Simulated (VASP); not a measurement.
Input of a VASP 6.6.1 run:

The input INCAR:

```
ALGO     = Normal         # electronic algorithm
EDIFF    = 1E-7           # SCF threshold, eV
EDIFFG   = -0.005         # ionic threshold
ENCUT    = 600            # plane-wave cutoff, eV
GGA      = PE             # functional
IBRION   = 2              # ionic algorithm
ISIF     = 3              # what is computed and relaxed
ISMEAR   = -1             # smearing method
LASPH    = True           # aspherical terms in the spheres
LCHARG   = False          # write CHGCAR
LREAL    = False          # projectors in reciprocal space
LWAVE    = False          # write WAVECAR
NELM     = 80             # most SCF steps
NSW      = 32             # ionic steps
PREC     = Accurate       # precision mode
PSTRESS  = 810.0        
SIGMA    = 0.05           # smearing width, eV
```

File KPOINTS:

```
k-points
0
Gamma
  16 16 16
```

The input POSCAR:

```
Y
1.0
    0.0000000000      1.9969829623      1.9969829623
    1.9969829623      0.0000000000      1.9969829623
    1.9969829623      1.9969829623      0.0000000000
Y
1
Direct
    0.0000000000      0.0000000000      0.0000000000
```

Potentials or basis: VASP PAW PBE potentials, release 64 (Y_sv).

The run is started by

```bash
$ cat potpaw_PBE.64/Y_sv/POTCAR > POTCAR
$ mpirun -np 1 vasp_std > vasp.out
```

Q: What does it give for the relaxed volume?

A: 15.93 Å³/atom.

Q: Estimate the space group after relaxing (to 0.05 Å).

A: Fm-3m (No. 225).

Q: Estimate the relaxed cell.

A: a = 2.825 Å, b = 2.825 Å, c = 2.825 Å, α = 60.00°, β = 60.00°, γ = 60.00°.

Final structure:
```
Y
1.0
     0.00000    1.99723    1.99723
     1.99723    0.00000    1.99723
     1.99723    1.99723    0.00000
Y
1
Cartesian
  0.0000 0.0000 0.0000
```

Caveat: the cell is relaxed towards a set pressure, so the enthalpy falls and the energy may rise.
